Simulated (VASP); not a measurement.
SnO2: single point with r2SCAN

The system is SnO2.

```
CELL_PARAMETERS angstrom
1.64881 0.95194 4.89475
-1.64881 0.95194 4.89475
0.00000 -1.90388 4.89475
ATOMIC_POSITIONS crystal
Sn 0.50000 0.50000 0.50000
O 0.76283 0.76283 0.76283
O 0.23717 0.23717 0.23717
```

| Property | Result |
| --- | --- |
| Program | VASP 6.6.1 |
| Task | single point |
| Functional | r2SCAN |
| Potentials or basis | VASP PAW PBE potentials, release 64 (Sn_d, O) |
| Cutoff | 520 eV |
| k mesh | 10 × 10 × 10 |
| Occupations | fermi-dirac, width 0.05 eV |
| Spin | no spin polarisation |
| Dipole correction | no |
| Further INCAR settings | ALGO = Normal; EDIFF = 1e-06; NBANDS = 20 |

```yaml
Pressure: -13.3 GPa
Largest_force: 1.107 eV/Å
Band_gap_on_the_k_mesh: 2.04 eV (least direct gap 2.11 eV)
```

Forces on the atoms (eV/Å):
```
Sn   0.000  0.000  0.000
O    0.000  0.000  1.107
O    0.000  0.000 -1.107
```

Stress tensor (GPa, compression positive):
```
-15.02   0.00   0.00
  0.00 -15.02   0.00
  0.00   0.00  -9.74
```

Levels at points of the mesh, in eV from the valence-band top:
```
           k point  band 9  band 10  band 11  band 12  band 13  band 14  band 15  band 16  band 17  band 18
(0.00, 0.00, 0.00)   -1.20    -1.20    -0.89    -0.89    -0.07     2.04     6.11    11.38    11.38    11.91
(0.50, 0.00, 0.00)   -3.91    -2.78    -1.38    -0.58    -0.52     5.38     8.07    10.43    12.76    12.99
(0.50, 0.50, 0.00)   -4.12    -2.87    -1.08    -0.46    -0.03     5.15     7.30    11.06    11.65    12.93
(0.50, 0.50, 0.50)   -1.26    -1.26    -1.10    -0.85    -0.85     3.21     5.94    11.54    11.54    12.63
```

Wall time 6.6 min on 1 thread of AMD EPYC 9R45 96-Core Processor (Zen 5), on a shared host, peak memory 0.29 GiB.

Caveat: the stress differs along the axes, from -15 to -10 GPa; the PAW data sets were made with another functional, which shifts forces and pressure a little; spin-orbit coupling is left out, which moves the levels of the heavy elements. A k mesh can miss the band edges.
